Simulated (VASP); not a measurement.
The system is BaTiO3.

```
CELL_PARAMETERS angstrom
4.00600 0.00000 0.00000
0.00000 4.00600 0.00000
0.00000 0.00000 4.00600
ATOMIC_POSITIONS crystal
Ba 0.50000 0.50000 0.50000
Ti 0.00000 0.00000 0.00000
O 0.50000 0.00000 0.00000
O 0.00000 0.50000 0.00000
O 0.00000 0.00000 0.50000
```

```yaml
Program: VASP 6.6.1
Task: relaxation of cell and atoms
Functional: PBEsol
Potentials_or_basis: VASP PAW PBE potentials, release 64 (Ba_sv, Ti_sv, O)
Cutoff: 600 eV
k_mesh: 8 × 8 × 8
Occupations: gaussian, width 0.02 eV
Spin: no spin polarisation
```

At the start: pressure -2.9 GPa; volume 12.86 Å³/atom.

Task: How do energy, volume and symmetry change on relaxing?

Result: Over 3 steps the energy falls by 2.1 meV/atom and the volume is 12.64 Å³/atom (-1.7 %); space group Pm-3m (No. 221, to 0.05 Å).

The path:
```
step  energy change (eV)  largest force (eV/Å)  pressure (GPa)  volume (Å³)
   1              0.0000                0.0000           -2.94        64.29
   2              0.0001                0.0000            3.16        62.12
   3             -0.0103                0.0000            0.00        63.19
```

Final structure:
```
CELL_PARAMETERS angstrom
3.98308 0.00000 0.00000
0.00000 3.98308 0.00000
0.00000 0.00000 3.98308
ATOMIC_POSITIONS crystal
Ba 0.50000 0.50000 0.50000
Ti 0.00000 0.00000 0.00000
O 0.50000 0.00000 0.00000
O 0.00000 0.50000 0.00000
O 0.00000 0.00000 0.50000
```

Caveat: the PAW data sets were made with another functional, which shifts forces and pressure a little.
